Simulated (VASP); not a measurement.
A run of VASP 6.6.1:

The input POSCAR:

```
Cs2InI2Br4
1.0
   -4.2470390000      4.2470390000      4.5450460000
    4.2470390000     -4.2470390000      4.5450460000
    4.2470390000      4.2470390000     -4.5450460000
In I Cs Br
1 2 2 4
Direct
    0.0000000000      0.0000000000      0.0000000000
    0.3481500000      0.3481500000      0.0000000000
    0.6518500000      0.6518500000      0.0000000000
    0.7500000000      0.2500000000      0.5000000000
    0.2500000000      0.7500000000      0.5000000000
    0.2035600000      0.2035600000      0.4071200000
    0.2035600000      0.7964400000      0.0000000000
    0.7964400000      0.7964400000      0.5928800000
    0.7964400000      0.2035600000      0.0000000000
```

File INCAR.step1:

```
PREC = Accurate ; ENCUT = 550
ISMEAR = 1 ; SIGMA = 0.15
LREAL = F ; LASPH = T
NELM = 120 ; NBANDS = 46
GGA = PE ; ALGO = Normal
EDIFF = 1E-5 ; LWAVE = T
LCHARG = F ; GGA_COMPAT = F
```

File INCAR.step2:

```
PREC = Accurate ; ENCUT = 550
EDIFF = 1E-6 ; ISMEAR = 1
SIGMA = 0.15 ; LREAL = F
LASPH = T ; NELM = 120
ALGO = Normal ; ISIF = 2
LWAVE = F ; LCHARG = F
METAGGA = R2SCAN ; LMIXTAU = T
NBANDS = 46 ; ISTART = 1
GGA_COMPAT = F
```

Contents of KPOINTS:

```
regular mesh
0
Gamma
  4 4 4
```

Potentials or basis: VASP PAW PBE potentials, release 64 (In_d, I, Cs_sv, Br).

The run is started by

```sh
$ cat potpaw_PBE.64/In_d/POTCAR potpaw_PBE.64/I/POTCAR potpaw_PBE.64/Cs_sv/POTCAR potpaw_PBE.64/Br/POTCAR > POTCAR
$ cp INCAR.step1 INCAR
$ mpirun -np 1 vasp_std > vasp.out
$ cp INCAR.step2 INCAR
$ mpirun -np 1 vasp_std > vasp.out
```

Hardware: 1 thread of AMD EPYC 9R45 96-Core Processor (Zen 5) (shared host).

Question: Estimate the wall time of this run.

Answer: Wall time 8.7 min on 1 thread of AMD EPYC 9R45 96-Core Processor (Zen 5), with other jobs on the host, peak memory 0.64 GiB. Counts: k points 13.
